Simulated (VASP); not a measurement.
# C (P1) in VASP: single point with PBE

Aim: the single point of C with PBE.

Program: VASP 6.6.1. These are calculated values, not measurements. Logs are shortened: lines on timing, memory, paths and dates and some standing lists are left out, and cuts for length are marked.

### Step 1. The cell of the first run

The typed cell holds 8 atoms: a = 3.567 Å, b = 3.567 Å, c = 3.567 Å, α = 90.00°, β = 90.00°, γ = 90.00°.

### Step 2. Single point, PBE

File INCAR:

```
PREC = Accurate ; ENCUT = 520
EDIFF = 1E-6 ; ISMEAR = 0
SIGMA = 0.01 ; LREAL = F
LASPH = T ; NELM = 60
ALGO = Normal ; ISIF = 2
LWAVE = F ; LCHARG = F
GGA = PE ; ISYM = 0
NBANDS = 26
```

File KPOINTS:

```
Automatic mesh
0
Gamma
  1 1 1
  0.5 0.5 0.5
```

File POSCAR:

```
C
1.0
    3.5670000000      0.0000000000      0.0000000000
    0.0000000000      3.5670000000      0.0000000000
    0.0000000000      0.0000000000      3.5670000000
C
8
Direct
    0.0067283400      0.0040370100      0.0030277500
    0.2500000000      0.2500000000      0.2500000000
    0.0000000000      0.5000000000      0.5000000000
    0.2500000000      0.7500000000      0.7500000000
    0.5000000000      0.0000000000      0.5000000000
    0.7500000000      0.2500000000      0.7500000000
    0.5000000000      0.5000000000      0.0000000000
    0.7500000000      0.7500000000      0.2500000000
```

Potentials or basis: VASP PAW PBE potentials, release 64 (C).

The run is started by

```sh
> cat potpaw_PBE.64/C/POTCAR > POTCAR
> mpirun -np 1 vasp_std > vasp.out
```

OUTCAR:

```text
PREC = Accurate
   ENCUT = 520
   EDIFF = 1E-6
   ISMEAR = 0
   LREAL = F
   LASPH = T
   NELM = 60
   ISIF = 2
   GGA = PE
   ISYM = 0

 ion  position               nearest neighbor table
   1  0.007  0.004  0.003-   2 1.52   4 1.55   6 1.56   8 1.56
   2  0.250  0.250  0.250-   1 1.52   3 1.54   5 1.54   7 1.54
   3  0.000  0.500  0.500-   2 1.54   4 1.54   6 1.54   8 1.54
   4  0.250  0.750  0.750-   3 1.54   5 1.54   7 1.54   1 1.55
   5  0.500  0.000  0.500-   2 1.54   4 1.54   6 1.54   8 1.54
   6  0.750  0.250  0.750-   3 1.54   5 1.54   7 1.54   1 1.56
   7  0.500  0.500  0.000-   2 1.54   4 1.54   6 1.54   8 1.54
   8  0.750  0.750  0.250-   3 1.54   5 1.54   7 1.54   1 1.56

IMPORTANT INFORMATION: All symmetrisations will be switched off!
NOSYMM: (Re-)initialisation of all symmetry stuff for point group C_1.

----------------------------------------------------------------------------------------

                                     Primitive cell

  volume of cell :      45.3847

  direct lattice vectors                    reciprocal lattice vectors
     3.567000000  0.000000000  0.000000000     0.280347631  0.000000000  0.000000000
     0.000000000  3.567000000  0.000000000     0.000000000  0.280347631  0.000000000
     0.000000000  0.000000000  3.567000000     0.000000000  0.000000000  0.280347631

  length of vectors
     3.567000000  3.567000000  3.567000000     0.280347631  0.280347631  0.280347631

  position of ions in fractional coordinates (direct lattice)
     0.006728340  0.004037010  0.003027750
     0.250000000  0.250000000  0.250000000
     0.000000000  0.500000000  0.500000000
     0.250000000  0.750000000  0.750000000
     0.500000000  0.000000000  0.500000000
     0.750000000  0.250000000  0.750000000
     0.500000000  0.500000000  0.000000000
     0.750000000  0.750000000  0.250000000

  ion indices of the primitive-cell ions
   primitive index   ion index
                 1           1
                 2           2
                 3           3
                 4           4
                 5           5
                 6           6
                 7           7
                 8           8

----------------------------------------------------------------------------------------

 KPOINTS: Automatic mesh

Automatic generation of k-mesh.
 Grid dimensions read from file:
 generate k-points for:    1    1    1

 Generating k-lattice:

  Cartesian coordinates                     Fractional coordinates (reciprocal lattice)
     0.280347631  0.000000000  0.000000000     1.000000000  0.000000000  0.000000000
     0.000000000  0.280347631  0.000000000     0.000000000  1.000000000  0.000000000
     0.000000000  0.000000000  0.280347631     0.000000000  0.000000000  1.000000000

  Length of vectors
     0.280347631  0.280347631  0.280347631

  Shift w.r.t. Gamma in fractional coordinates (k-lattice)
     0.500000000  0.500000000  0.500000000

 Subroutine IBZKPT returns following result:
 ===========================================

 Found      1 irreducible k-points:

 Following reciprocal coordinates:
            Coordinates               Weight
  0.500000  0.500000  0.500000      1.000000
   k-points           NKPTS =      1   k-points in BZ     NKDIM =      1   number of bands    NBANDS=     26
   number of dos      NEDOS =    301   number of ions     NIONS =      8
   total plane-waves  NPLWV =  21952
   dimension x,y,z NGX =    28 NGY =   28 NGZ =   28
   dimension x,y,z NGXF=    56 NGYF=   56 NGZF=   56
   ions per type =               8
   NGX,Y,Z   is equivalent  to a cutoff of  13.05, 13.05, 13.05 a.u.
   NGXF,Y,Z  is equivalent  to a cutoff of  26.10, 26.10, 26.10 a.u.
 SYSTEM =  unknown system
   PREC   = accura    normal or accurate (medium, high low for compatibility)
   ISTART =      0    job   : 0-new  1-cont  2-samecut
   ICHARG =      2    charge: 1-file 2-atom 10-const
   ISPIN  =      1    spin polarized calculation?
   LNONCOLLINEAR =      F non collinear calculations
   LSORBIT =      F    spin-orbit coupling
   LASPH  =      T    aspherical Exc in radial PAW
   ENCUT  =  520.0 eV  38.22 Ry    6.18 a.u.   6.63  6.63  6.63*2*pi/ulx,y,z
   NELM   =     60;   NELMIN=  2; NELMDL= -5     # of ELM steps
   EDIFF  = 0.1E-05   stopping-criterion for ELM
   LREAL  =      F    real-space projection
   EDIFFG = 0.1E-04   stopping-criterion for IOM
   NSW    =      0    number of steps for IOM
   IBRION =     -1    ionic relax: 0-MD 1-quasi-New 2-CG
   NFREE  =      0    steps in history (QN), initial steepest desc. (CG)
   ISIF   =      2    stress and relaxation
   ISYM   =      0    0-nonsym 1-usesym 2-fastsym
   POTIM  = 0.5000    time-step for ionic-motion
   TEBEG  =    0.0;   TEEND  =   0.0 temperature during run
   PSTRESS=    0.0 pullay stress
   NELECT =      32.0000    total number of electrons
   NUPDOWN=      -1.0000    fix difference up-down
   EMIN   =  10.00;   EMAX   =-10.00  energy-range for DOS
   EFERMI =   0.00;   METHOD = LEGACY
   ISMEAR =     0;   SIGMA  =   0.01  broadening in eV -4-tet -1-fermi 0-gaus
   EFERMI_NEDOS =   21; number of points for ismear=-14 and -15
   IALGO  =     38    algorithm
   IMIX   =      4    mixing-type and parameters
     AMIX     =   0.40;   BMIX     =  1.00
     AMIX_MAG =   1.60;   BMIX_MAG =  1.00
  volume/ion in A,a.u.               =       5.67        38.28
  Fermi-wavevector in a.u.,A,eV,Ry     =   1.457097  2.753514 28.886949  2.123131
  Thomas-Fermi vector in A             =   2.573938
   LORBIT       =      0    0 simple, 1 ext, 2 COOP (PROOUT), +10 PAW based schemes
   GGA     = PE    functional components
   LHFCALC =     F    Hartree Fock is set to
   AEXX    =    0.0000 exact exchange contribution
   IVDW    =     0    specifies the selected vdW correction
   LEPSILON=     F    determine dielectric tensor
   LRPA    =     F    only Hartree local field effects (RPA)
 non-spin polarized calculation
 Gauss-broadening in eV      SIGMA  =   0.01
  energy-cutoff  :      520.00
  volume of cell :       45.38
 maximum number of plane-waves:      1208
 NGX is ok and might be reduce to    28
   NGX = 13   NGY = 13   NGZ = 13

 number of electron      31.9999997 magnetization

 Free energy of the ion-electron system (eV)
  ---------------------------------------------------
  ext. energy  EPLUGINS =         0.00000000
  ---------------------------------------------------
  free energy    TOTEN  =       -62.82200046 eV

  energy without entropy =      -62.82200046  energy(sigma->0) =      -62.82200046

 E-fermi :   7.4400     XC(G=0): -13.1440

 val. band max:        7.3917019618   @ k =   0.5000   0.5000   0.5000
 cond. band min:      18.1795293764   @ k =   0.5000   0.5000   0.5000
 fundamental gap:     10.7878274145
 Fermi energy:         7.4399769381

 k-point     1 :       0.5000    0.5000    0.5000
  band No.  band energies     occupation
      1      -5.8117      2.00000
      2      -5.7291      2.00000
      3      -5.7083      2.00000
      4      -5.6818      2.00000
      5      -3.5108      2.00000
      6      -3.4516      2.00000
[... 18 lines left out ...]
     25      18.8353      0.00000
     26      18.8387      0.00000

------------------------ aborting loop because EDIFF is reached ----------------------------------------

  FORCE on cell =-STRESS in cart. coord.  units (eV):
  Direction    XX          YY          ZZ          XY          YZ          ZX
  --------------------------------------------------------------------------------------
  -------------------------------------------------------------------------------------
  Total        6.0474611      6.0558070      6.0578866      0.1517367      0.3051886      0.1921025
  in kB      213.4884257    213.7830540    213.8564698      5.3566344     10.7738156      6.7816321
  external PRESSURE =     213.7093165 kB  Pullay stress =       0.0000000 kB

 VOLUME and BASIS-vectors are now :
 -----------------------------------------------------------------------------
  energy-cutoff  :      520.00
  volume of cell :       45.38
      direct lattice vectors                 reciprocal lattice vectors
     3.567000000  0.000000000  0.000000000     0.280347631  0.000000000  0.000000000
     0.000000000  3.567000000  0.000000000     0.000000000  0.280347631  0.000000000
     0.000000000  0.000000000  3.567000000     0.000000000  0.000000000  0.280347631

 POSITION                                       TOTAL-FORCE (eV/Angst)
 -----------------------------------------------------------------------------------
      0.02400      0.01440      0.01080        -1.251693     -0.765177     -0.586329
      0.89175      0.89175      0.89175         0.403636      0.286908      0.243417
      0.00000      1.78350      1.78350        -0.243016      0.040841      0.029197
      0.89175      2.67525      2.67525         0.291831      0.179071      0.135691
      1.78350      0.00000      1.78350         0.070666     -0.145357      0.029149
      2.67525      0.89175      2.67525         0.324377      0.145462      0.164864
      1.78350      1.78350      0.00000         0.070681      0.040822     -0.108534
      2.67525      2.67525      0.89175         0.333518      0.217432      0.092546
 -----------------------------------------------------------------------------------
    total drift:                                0.000224      0.000259      0.000286

  FREE ENERGIE OF THE ION-ELECTRON SYSTEM (eV)
  ---------------------------------------------------
  free  energy   TOTEN  =       -62.8220004564 eV

  energy  without entropy=      -62.8220004564  energy(sigma->0) =      -62.82200046
```

It took 3.2 s on 1 thread of AMD EPYC 9R45 (Zen 5), shared host; peak memory 0.11 GiB.

Results:

```yaml
Free_energy: -62.8220 eV
Pressure: 21.4 GPa
Largest_force: 1.580 eV/Å
Band_gap_on_the_k_mesh: 10.79 eV
```

Forces on the atoms (eV/Å):
```
C   -1.252 -0.765 -0.586
C    0.404  0.287  0.243
C   -0.243  0.041  0.029
C    0.292  0.179  0.136
C    0.071 -0.145  0.029
C    0.324  0.145  0.165
C    0.071  0.041 -0.109
C    0.334  0.217  0.093
```

Caveat: the k points lie up to 1.76 Å⁻¹ apart; forces of over 1 eV/Å act on the atoms, so gaps and moduli don't describe the material at rest.
